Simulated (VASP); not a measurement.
# Pd3PbC (Pm-3m) in VASP: further runs

The runs below take Pd3PbC through single point, with PBE.

All numbers are computed with VASP 6.6.1; they aren't measurements. Logs are shortened: lines on timing, memory, paths and dates and some standing lists are left out, and cuts for length are marked.

### 1 The cell of the first run

The structure is cubic, space group Pm-3m (No. 221). The conventional cell has a = 4.270 Å, b = 4.270 Å, c = 4.270 Å, α = 90.00°, β = 90.00°, γ = 90.00°. Pd (site symmetry 4/mmm) has 2 C at 2.14 Å within 2.8 Å. Within 4.0 Å of Pb (site symmetry m-3m) lie 12 Pd at 3.02 Å and 8 C at 3.70 Å. Within 2.8 Å of C (site symmetry m-3m) lie 6 Pd at 2.14 Å.

### 2 Single point, PBE

Input file INCAR:

```
PREC = Accurate
ENCUT = 520
EDIFF = 1E-7
ISMEAR = -1
SIGMA = 0.1
LREAL = False
LASPH = True
NELM = 60
ALGO = Normal
ISIF = 2
LWAVE = False
LCHARG = False
GGA = PE
NBANDS = 32
```

Input file KPOINTS:

```
regular mesh
0
Gamma
  6 6 6
```

Input file POSCAR:

```
Pd3PbC
1.0
    4.2700921508      0.0000000000      0.0000000000
    0.0000000000      4.2700921508      0.0000000000
    0.0000000000      0.0000000000      4.2700921508
Pd Pb C
3 1 1
Direct
    0.0000000000      0.5000000000      0.5000000000
    0.5000000000      0.5000000000      0.0000000000
    0.5000000000      0.0000000000      0.5000000000
    0.0000000000      0.0000000000      0.0000000000
    0.5000000000      0.5000000000      0.5000000000
```

Potentials or basis: VASP PAW PBE potentials, release 64 (Pd, Pb_d, C).

Run with:

```
cat potpaw_PBE.64/Pd/POTCAR potpaw_PBE.64/Pb_d/POTCAR potpaw_PBE.64/C/POTCAR > POTCAR
mpirun -np 1 vasp_std > vasp.out
```

OUTCAR:

```text
PREC = Accurate
   ENCUT = 520
   EDIFF = 1E-7
   ISMEAR = -1
   LREAL = False
   LASPH = True
   NELM = 60
   ISIF = 2
   GGA = PE

 ion  position               nearest neighbor table
   1  0.000  0.500  0.500-   5 2.14   5 2.14   4 3.02   2 3.02   2 3.02   4 3.02   3 3.02   4 3.02
                             4 3.02   2 3.02   3 3.02   3 3.02   2 3.02   3 3.02
   2  0.500  0.500  0.000-   5 2.14   5 2.14   4 3.02   1 3.02   1 3.02   3 3.02   3 3.02   3 3.02
                             4 3.02   3 3.02   1 3.02   4 3.02   1 3.02   4 3.02
   3  0.500  0.000  0.500-   5 2.14   5 2.14   4 3.02   1 3.02   2 3.02   4 3.02   1 3.02   2 3.02
                             2 3.02   2 3.02   1 3.02   4 3.02   4 3.02   1 3.02
   4  0.000  0.000  0.000-   1 3.02   2 3.02   3 3.02   1 3.02   3 3.02   1 3.02   2 3.02   1 3.02
                             2 3.02   3 3.02   3 3.02   2 3.02
   5  0.500  0.500  0.500-   1 2.14   2 2.14   3 2.14   2 2.14   3 2.14   1 2.14

  LATTYP: Found a simple cubic cell.
 ALAT       =     4.2700921508

  Lattice vectors:

 A1 = (   4.2700921508,   0.0000000000,   0.0000000000)
 A2 = (   0.0000000000,   4.2700921508,   0.0000000000)
 A3 = (   0.0000000000,   0.0000000000,   4.2700921508)

Analysis of symmetry for initial positions (statically):
=====================================================================
 Subroutine PRICEL returns:
 Original cell was already a primitive cell.

 Routine SETGRP: Setting up the symmetry group for a
 simple cubic supercell.

 Subroutine GETGRP returns: Found 48 space group operations
 (whereof 48 operations were pure point group operations)
 out of a pool of 48 trial point group operations.

The static configuration has the point symmetry O_h .

Analysis of symmetry for dynamics (positions and initial velocities):
=====================================================================
 Subroutine PRICEL returns:
 Original cell was already a primitive cell.

 Routine SETGRP: Setting up the symmetry group for a
 simple cubic supercell.

 Subroutine GETGRP returns: Found 48 space group operations
 (whereof 48 operations were pure point group operations)
 out of a pool of 48 trial point group operations.

The dynamic configuration has the point symmetry O_h .

 Subroutine INISYM returns: Found 48 space group operations
 (whereof 48 operations are pure point group operations),
 and found     1 'primitive' translations

----------------------------------------------------------------------------------------

                                     Primitive cell

  volume of cell :      77.8595

  direct lattice vectors                    reciprocal lattice vectors
     4.270092151  0.000000000  0.000000000     0.234186983  0.000000000  0.000000000
     0.000000000  4.270092151  0.000000000     0.000000000  0.234186983  0.000000000
     0.000000000  0.000000000  4.270092151     0.000000000  0.000000000  0.234186983

  length of vectors
     4.270092151  4.270092151  4.270092151     0.234186983  0.234186983  0.234186983

  position of ions in fractional coordinates (direct lattice)
     0.000000000  0.500000000  0.500000000
     0.500000000  0.500000000  0.000000000
     0.500000000  0.000000000  0.500000000
     0.000000000  0.000000000  0.000000000
     0.500000000  0.500000000  0.500000000

  ion indices of the primitive-cell ions
   primitive index   ion index
                 1           1
                 2           2
                 3           3
                 4           4
                 5           5

----------------------------------------------------------------------------------------

 KPOINTS: regular mesh

Automatic generation of k-mesh.
 Grid dimensions read from file:
 generate k-points for:    6    6    6

 Generating k-lattice:

  Cartesian coordinates                     Fractional coordinates (reciprocal lattice)
     0.039031164  0.000000000  0.000000000     0.166666667  0.000000000  0.000000000
     0.000000000  0.039031164  0.000000000     0.000000000  0.166666667  0.000000000
     0.000000000  0.000000000  0.039031164     0.000000000  0.000000000  0.166666667

  Length of vectors
     0.039031164  0.039031164  0.039031164

  Shift w.r.t. Gamma in fractional coordinates (k-lattice)
     0.000000000  0.000000000  0.000000000

 Subroutine IBZKPT returns following result:
 ===========================================

 Found     20 irreducible k-points:

 Following reciprocal coordinates:
            Coordinates               Weight
  0.000000  0.000000  0.000000      1.000000
  0.166667  0.000000  0.000000      6.000000
  0.333333  0.000000  0.000000      6.000000
  0.500000  0.000000  0.000000      3.000000
  0.166667  0.166667  0.000000     12.000000
  0.333333  0.166667  0.000000     24.000000
[... 12 lines left out ...]
  0.500000  0.500000  0.333333      6.000000
  0.500000  0.500000  0.500000      1.000000
   k-points           NKPTS =     20   k-points in BZ     NKDIM =     20   number of bands    NBANDS=     32
   number of dos      NEDOS =    301   number of ions     NIONS =      5
   total plane-waves  NPLWV =  32768
   dimension x,y,z NGX =    32 NGY =   32 NGZ =   32
   dimension x,y,z NGXF=    64 NGYF=   64 NGZF=   64
   ions per type =               3   1   1
   NGX,Y,Z   is equivalent  to a cutoff of  12.46, 12.46, 12.46 a.u.
   NGXF,Y,Z  is equivalent  to a cutoff of  24.92, 24.92, 24.92 a.u.
 SYSTEM =  unknown system
   PREC   = accura    normal or accurate (medium, high low for compatibility)
   ISTART =      0    job   : 0-new  1-cont  2-samecut
   ICHARG =      2    charge: 1-file 2-atom 10-const
   ISPIN  =      1    spin polarized calculation?
   LNONCOLLINEAR =      F non collinear calculations
   LSORBIT =      F    spin-orbit coupling
   LASPH  =      T    aspherical Exc in radial PAW
   ENCUT  =  520.0 eV  38.22 Ry    6.18 a.u.   7.94  7.94  7.94*2*pi/ulx,y,z
   NELM   =     60;   NELMIN=  2; NELMDL= -5     # of ELM steps
   EDIFF  = 0.1E-06   stopping-criterion for ELM
   LREAL  =      F    real-space projection
   EDIFFG = 0.1E-05   stopping-criterion for IOM
   NSW    =      0    number of steps for IOM
   IBRION =     -1    ionic relax: 0-MD 1-quasi-New 2-CG
   NFREE  =      0    steps in history (QN), initial steepest desc. (CG)
   ISIF   =      2    stress and relaxation
   ISYM   =      2    0-nonsym 1-usesym 2-fastsym
   POTIM  = 0.5000    time-step for ionic-motion
   TEBEG  =    0.0;   TEEND  =   0.0 temperature during run
   PSTRESS=    0.0 pullay stress
   NELECT =      48.0000    total number of electrons
   NUPDOWN=      -1.0000    fix difference up-down
   EMIN   =  10.00;   EMAX   =-10.00  energy-range for DOS
   EFERMI =   0.00;   METHOD = LEGACY
   ISMEAR =    -1;   SIGMA  =   0.10  broadening in eV -4-tet -1-fermi 0-gaus
   EFERMI_NEDOS =   21; number of points for ismear=-14 and -15
   IALGO  =     38    algorithm
   IMIX   =      4    mixing-type and parameters
     AMIX     =   0.40;   BMIX     =  1.00
     AMIX_MAG =   1.60;   BMIX_MAG =  1.00
  volume/ion in A,a.u.               =      15.57       105.08
  Fermi-wavevector in a.u.,A,eV,Ry     =   1.393321  2.632996 26.413598  1.941345
  Thomas-Fermi vector in A             =   2.516979
   LORBIT       =      0    0 simple, 1 ext, 2 COOP (PROOUT), +10 PAW based schemes
   GGA     = PE    functional components
   LHFCALC =     F    Hartree Fock is set to
   AEXX    =    0.0000 exact exchange contribution
   IVDW    =     0    specifies the selected vdW correction
   LEPSILON=     F    determine dielectric tensor
   LRPA    =     F    only Hartree local field effects (RPA)
 non-spin polarized calculation
  energy-cutoff  :      520.00
  volume of cell :       77.86
 maximum number of plane-waves:      2176
 NGX is ok and might be reduce to    32
   NGX = 15   NGY = 15   NGZ = 15

 number of electron      47.9999982 magnetization

 Free energy of the ion-electron system (eV)
  ---------------------------------------------------
  ext. energy  EPLUGINS =         0.00000000
  ---------------------------------------------------
  free energy    TOTEN  =       -27.51468569 eV

  energy without entropy =      -27.39645962  energy(sigma->0) =      -27.45557266

 E-fermi :   9.3210     XC(G=0): -12.3128

 val. band max:        9.2698001965   @ k =   0.3333   0.1667   0.0000
 cond. band min:       9.3477238557   @ k =   0.5000   0.1667   0.1667
 fundamental gap:      0.0779236592
 Fermi energy:         9.3209928281

 k-point     1 :       0.0000    0.0000    0.0000
  band No.  band energies     occupation
      1      -7.3136      2.00000
      2      -7.3136      2.00000
      3      -7.2898      2.00000
      4      -7.2898      2.00000
      5      -7.2898      2.00000
      6      -3.4555      2.00000
[... 24 lines left out ...]
     31      15.1947      0.00000
     32      18.7671      0.00000

 k-point     2 :       0.1667    0.0000    0.0000
  band No.  band energies     occupation
      1      -7.3101      2.00000
      2      -7.2993      2.00000
      3      -7.2889      2.00000
      4      -7.2879      2.00000
      5      -7.2879      2.00000
      6      -3.2940      2.00000
[... 24 lines left out ...]
     31      16.1640      0.00000
     32      17.8808      0.00000

 k-point     3 :       0.3333    0.0000    0.0000
  band No.  band energies     occupation
      1      -7.3029      2.00000
      2      -7.2871      2.00000
      3      -7.2839      2.00000
      4      -7.2839      2.00000
      5      -7.2706      2.00000
      6      -2.9143      2.00000
[... 24 lines left out ...]
     31      16.7386      0.00000
     32      17.4511      0.00000

 k-point     4 :       0.5000    0.0000    0.0000
  band No.  band energies     occupation
      1      -7.2994      2.00000
      2      -7.2861      2.00000
      3      -7.2819      2.00000
      4      -7.2819      2.00000
      5      -7.2562      2.00000
      6      -2.6821      2.00000
[... 514 lines left out ...]
     31      17.3745      0.00000
     32      19.9459      0.00000

 k-point    19 :       0.5000    0.5000    0.3333
  band No.  band energies     occupation
      1      -7.3155      2.00000
      2      -7.3068      2.00000
      3      -7.3068      2.00000
      4      -7.2421      2.00000
      5      -7.2287      2.00000
      6      -1.3180      2.00000
[... 24 lines left out ...]
     31      17.7443      0.00000
     32      19.1892      0.00000

 k-point    20 :       0.5000    0.5000    0.5000
  band No.  band energies     occupation
      1      -7.3155      2.00000
      2      -7.3155      2.00000
      3      -7.3155      2.00000
      4      -7.2306      2.00000
      5      -7.2306      2.00000
      6      -1.0449      2.00000
[... 24 lines left out ...]
     31      17.9971      0.00000
     32      17.9971      0.00000

------------------------ aborting loop because EDIFF is reached ----------------------------------------

  FORCE on cell =-STRESS in cart. coord.  units (eV):
  Direction    XX          YY          ZZ          XY          YZ          ZX
  --------------------------------------------------------------------------------------
  -------------------------------------------------------------------------------------
  Total        0.8908335      0.8908335      0.8908335      0.0000000      0.0000000     -0.0000000
  in kB       18.3313888     18.3313888     18.3313888      0.0000000      0.0000000     -0.0000000
  external PRESSURE =      18.3313888 kB  Pullay stress =       0.0000000 kB

 VOLUME and BASIS-vectors are now :
 -----------------------------------------------------------------------------
  energy-cutoff  :      520.00
  volume of cell :       77.86
      direct lattice vectors                 reciprocal lattice vectors
     4.270092151  0.000000000  0.000000000     0.234186983  0.000000000  0.000000000
     0.000000000  4.270092151  0.000000000     0.000000000  0.234186983  0.000000000
     0.000000000  0.000000000  4.270092151     0.000000000  0.000000000  0.234186983

 POSITION                                       TOTAL-FORCE (eV/Angst)
 -----------------------------------------------------------------------------------
      0.00000      2.13505      2.13505         0.000000      0.000000      0.000000
      2.13505      2.13505      0.00000         0.000000      0.000000      0.000000
      2.13505      0.00000      2.13505         0.000000      0.000000      0.000000
      0.00000      0.00000      0.00000         0.000000      0.000000      0.000000
      2.13505      2.13505      2.13505         0.000000      0.000000      0.000000
 -----------------------------------------------------------------------------------
    total drift:                                0.000000     -0.000000     -0.000000

  FREE ENERGIE OF THE ION-ELECTRON SYSTEM (eV)
  ---------------------------------------------------
  free  energy   TOTEN  =       -27.5146856911 eV

  energy  without entropy=      -27.3964596207  energy(sigma->0) =      -27.45557266
```

Wall time 52 s (1 thread of Intel Xeon 8259CL, shared host); peak memory 0.2 GiB.

What came out:

```
Free energy            : -27.5147 eV
Pressure               : 1.8 GPa
Band gap on the k mesh : zero (bands 24 and 25 overlap by 1.05 eV)
```

Caveat: spin-orbit coupling is left out, which moves the levels of the heavy elements.

(Continued in part 2 of 2.)
